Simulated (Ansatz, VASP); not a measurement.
**Sc2GaS: VASP beside Ansatz**

```xyz
4
Lattice="3.5714 0.0000 0.0000 0.0000 3.6885 3.7101 0.0000 -3.6885 3.7101" Properties=species:S:1:pos:R:3 pbc="T T T"
Sc    0.0000    1.8442    3.4011
Sc    0.0000   -1.8442    3.4011
Ga    0.0000    0.0000    5.2562
S     0.0000    0.0000    1.5461
```

Alike in both runs: functional PBE; k mesh 6 × 4 × 4; occupations gaussian, width 0.1 eV; no spin polarisation.

Ansatz relaxed the structure, and its values are those at the end. VASP's run is a single point on that final structure, the one shown.

|  | VASP | Ansatz |
| --- | --- | --- |
| version | VASP 6.6.1 | Ansatz 0.2.0 |
| potentials or method | VASP PAW PBE potentials, release 64 (Sc_sv, Ga_d, S), cutoff 520 eV | scalar-relativistic, plane waves, PAW |
| valence electrons in the cell | 41 | 41 |

|  | VASP | Ansatz | Ansatz less VASP |
| --- | --- | --- | --- |
| gap on the k mesh at the Fermi level (eV) | none | none | - |
| pressure (GPa) | 0.2 | 0.0 | -0.11 |

A gap of «none» marks a metal or a gap that the smearing closes. With one functional, cell and mesh, what is left measures potentials, basis and numerics.
